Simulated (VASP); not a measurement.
Set up this calculation in VASP 6.6.1, as the native input.

```
Task                   : single point
Functional             : PBEsol
Potentials or basis    : VASP PAW PBE potentials, release 64 (Al, N)
Cutoff                 : 520 eV
k mesh                 : 9 × 9 × 9
Occupations            : fermi-dirac, width 0.05 eV
Spin                   : no spin polarisation
Dipole correction      : no
Further INCAR settings : ALGO = Normal; EDIFF = 1e-07; NBANDS = 11
```

The structure of AlN lies in POSCAR:

```
AlN
1.0
    0.0000000000      2.2058334952      2.1839935596
    2.2058334952      0.0000000000      2.1839935596
    2.2058334952      2.2058334952      0.0000000000
Al N
1 1
Direct
    0.0000000000      0.0000000000      0.0000000000
    0.2500000000      0.2500000000      0.2500000000
```

The input as run:

INCAR

```
SYSTEM = AlN
PREC = Accurate
ENCUT = 520
EDIFF = 1E-7
ISMEAR = -1
SIGMA = 0.05
LREAL = .FALSE.
LASPH = .TRUE.
NELM = 60
ALGO = Normal
ISIF = 2
LWAVE = .FALSE.
LCHARG = .TRUE.
GGA = PS
LELF = .TRUE.
LVHAR = .TRUE.
NBANDS = 11
```

KPOINTS

```
Automatic mesh
0
G
  9 9 9
  0 0 0
```

Potentials or basis: VASP PAW PBE potentials, release 64 (Al, N).

Run with:

```sh
$ cat potpaw_PBE.64/Al/POTCAR potpaw_PBE.64/N/POTCAR > POTCAR
$ mpirun -np 1 vasp_std > vasp.out
```

Results of the run:

```yaml
Pressure: -2.6 GPa
Band_gap_on_the_k_mesh: 3.31 eV, indirect (least direct gap 3.93 eV)
```

Caveat: the PAW data sets were made with another functional, which shifts forces and pressure a little.

Run time: 8.8 s on 1 thread of AMD EPYC 9R45 96-Core Processor (Zen 5), with other jobs on the host, peak memory 0.11 GiB.
